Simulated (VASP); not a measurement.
Input of a VASP 6.6.1 run:

Contents of INCAR:

```
SYSTEM = WS2
  PREC = Accurate
  ENCUT = 600
  EDIFF = 1E-6
  ISMEAR = 0
  SIGMA = 0.02
  LREAL = .FALSE.
  LASPH = .TRUE.
  NELM = 100
  ALGO = Normal
  ISIF = 3
  LWAVE = .FALSE.
  LCHARG = .FALSE.
  GGA = PS
  IVDW = 12
  IBRION = 2
  NSW = 70
  EDIFFG = -0.008
  PSTRESS = 100.0
```

File KPOINTS:

```
Automatic mesh
0
G
  12 12 4
  0 0 0
```

POSCAR

```
WS2
1.0
    3.0320229417      0.0000000000      0.0000000000
   -1.5160114709      2.6258088923      0.0000000000
    0.0000000000      0.0000000000     11.2288895657
W S
2 4
Direct
    0.3333333333      0.6666666667      0.7500000000
    0.6666666667      0.3333333333      0.2500000000
    0.3333333333      0.6666666667      0.1117167198
    0.6666666667      0.3333333333      0.6117167198
    0.3333333333      0.6666666667      0.3882832802
    0.6666666667      0.3333333333      0.8882832802
```

Potentials or basis: VASP PAW PBE potentials, release 64 (W_sv, S).

The run is started by

```console
$ cat potpaw_PBE.64/W_sv/POTCAR potpaw_PBE.64/S/POTCAR > POTCAR
$ mpirun -np 1 vasp_std > vasp.out
```

Task: Estimate the dispersion energy per atom.

Result: -0.459 eV.

Task: Predict the relaxed cell.

Result: a = 3.048 Å, b = 3.048 Å, c = 11.191 Å, α = 90.00°, β = 90.00°, γ = 120.00°.

The path:
```csv
step,energy change (eV),largest force (eV/Å),pressure (GPa),volume (Å³)
1,0.0000,0.8979,16.22,89.40
2,-0.0938,1.5795,-6.90,97.09
3,-0.1773,0.1475,9.15,91.33
4,-0.1728,0.1731,9.39,91.26
5,-0.1501,0.1118,9.69,90.78
6,-0.1022,0.0018,10.23,89.94
7,-0.1055,0.0058,10.21,89.99
8,-0.1201,0.0475,9.48,90.23
9,-0.1110,0.0142,9.92,90.08
10,-0.1093,0.0157,10.10,90.05
11,-0.1103,0.0000,10.01,90.06
```

Caveat: the cell is relaxed towards a set pressure, so the run minimises the enthalpy, not the energy; the PAW data sets were made with another functional, which shifts forces and pressure a little.
